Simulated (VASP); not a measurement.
Here is a VASP 6.6.1 calculation.

The input INCAR:

```
PREC = Accurate ; ENCUT = 600
EDIFF = 1E-7 ; ISMEAR = -1
SIGMA = 0.05 ; LREAL = F
LASPH = T ; NELM = 100
ALGO = Normal ; ISIF = 3
LWAVE = F ; LCHARG = F
IBRION = 2 ; NSW = 60
EDIFFG = -0.01
```

Contents of KPOINTS:

```
Automatic mesh
0
Gamma
  6 6 10
```

The input POSCAR:

```
MoN2
1.0
    4.3480530000      0.0000000000      0.0000000000
    0.0000000000      4.3480530000      0.0000000000
    0.0000000000      0.0000000000      2.7674600000
Mo N
2 4
Direct
    0.0000000000      0.0000000000      0.0000000000
    0.5000000000      0.5000000000      0.0000000000
    0.6116470000      0.8883530000      0.5000000000
    0.3883530000      0.1116470000      0.5000000000
    0.1116470000      0.6116470000      0.5000000000
    0.8883530000      0.3883530000      0.5000000000
```

Potentials or basis: VASP PAW LDA potentials, release 64 (Mo_sv, N).

The run is started by

```bash
$ cat potpaw_LDA.64/Mo_sv/POTCAR potpaw_LDA.64/N/POTCAR > POTCAR
$ mpirun -np 1 vasp_std > vasp.out
```

(1) Predict the band gap on the k mesh.

(2) What does it give for the relaxed volume?

(3) Predict the space group after relaxing (to 0.1 Å).

(4) Estimate the relaxed cell.

## Answers

(1) zero (bands 24 and 25 overlap by 2.20 eV).

(2) 8.23 Å³/atom.

(3) P4/mbm (No. 127).

(4) a = 4.269 Å, b = 4.269 Å, c = 2.710 Å, α = 90.00°, β = 90.00°, γ = 90.00°.
